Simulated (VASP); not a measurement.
Wanted: the native input for a VASP 6.6.1 run.

- Task: single point
- Functional: LDA
- Potentials or basis: VASP PAW LDA potentials, release 64 (Al, N)
- Cutoff: 520 eV
- k mesh: 10 × 10 × 10
- Occupations: gaussian, width 0.05 eV
- Spin: no spin polarisation
- Dipole correction: no
- Further INCAR settings: ALGO = Normal; EDIFF = 1e-06; NBANDS = 11

The structure of AlN lies in POSCAR:

```
AlN
1.0
    0.0000000000      2.1839935596      2.1839935596
    2.1839935596      0.0000000000      2.1839935596
    2.1839935596      2.1839935596      0.0000000000
Al N
1 1
Direct
   -0.0099133237     -0.0099133237     -0.0099133237
    0.7500000000      0.7500000000      0.7500000000
```

This cell differs from its parent crystal: all Al atoms moved +0.075 Å, as atom 1 towards its neighbour atom 2 (N) at 1.891 Å.

These files were run (other wordings do the same):

INCAR

```
SYSTEM = AlN
ALGO     = Normal         ! electronic algorithm
EDIFF    = 1E-6           ! SCF threshold, eV
ENCUT    = 520            ! plane-wave cutoff, eV
ISIF     = 2              ! what is computed and relaxed
ISMEAR   = 0              ! smearing method
LASPH    = .TRUE.         ! aspherical terms in the spheres
LCHARG   = .TRUE.         ! write CHGCAR
LELF     = .TRUE.         ! ELF
LREAL    = .FALSE.        ! projectors in reciprocal space
LVHAR    = .TRUE.       
LWAVE    = .FALSE.        ! write WAVECAR
NBANDS   = 11             ! bands
NELM     = 100            ! most SCF steps
PREC     = Accurate       ! precision mode
SIGMA    = 0.05           ! smearing width, eV
```

KPOINTS

```
k-points
0
G
  10 10 10
  0 0 0
```

Potentials or basis: VASP PAW LDA potentials, release 64 (Al, N).

The run is started by

```bash
$ cat potpaw_LDA.64/Al/POTCAR potpaw_LDA.64/N/POTCAR > POTCAR
$ mpirun -np 1 vasp_std > vasp.out
```

Results of the run:

| Item | Value |
| --- | --- |
| Pressure | -2.2 GPa |
| Largest force | 1.301 eV/Å |
| Band gap on the k mesh | 3.11 eV, indirect (least direct gap 4.11 eV) |

Caveat: the cell differs from its parent crystal (all Al atoms moved +0.075 Å, as atom 1 towards its neighbour atom 2 (N) at 1.891 Å); forces of over 1 eV/Å act on the atoms, so gaps and moduli don't describe the material at rest.

Run time: 50 s on 1 thread of AMD EPYC 7R13, with other jobs on the host, peak memory 0.11 GiB.
